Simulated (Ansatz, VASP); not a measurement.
# Pt in VASP and in Ansatz

```xyz
1
Lattice="0.0000 1.9624 1.9624 1.9624 0.0000 1.9624 1.9624 1.9624 0.0000" Properties=species:S:1:pos:R:3 pbc="T T T"
Pt    0.0000    0.0000    0.0000
```

Alike in both runs: functional r2SCAN; dispersion rVV10; k mesh 18 × 18 × 18; occupations gaussian, width 0.1 eV; no spin polarisation.

Ansatz relaxed the structure, and its values are those at the end. VASP's run is a single point on that final structure, the one shown.

|  | VASP | Ansatz |
| --- | --- | --- |
| version | VASP 6.6.1 | Ansatz 0.2.0 |
| potentials or method | VASP PAW PBE potentials, release 64 (Pt), cutoff 550 eV | scalar-relativistic, plane waves, PAW |
| valence electrons in the cell | 10 | 18 |

VASP gave:

```
gap on the k mesh at the Fermi level (eV) : none
pressure (GPa)                            : 2.1
```

Q: Which values does Ansatz return?

A: gap on the k mesh at the Fermi level (eV): none; pressure (GPa): 0.0.

VASP's potentials were made for PBE, not for r2SCAN. A gap of «none» marks a metal or a gap that the smearing closes. VASP's potentials hold 10 valence electrons a cell and Ansatz's 18, so a difference there can come from the potentials and not from the codes.

Spin-orbit coupling is off throughout.
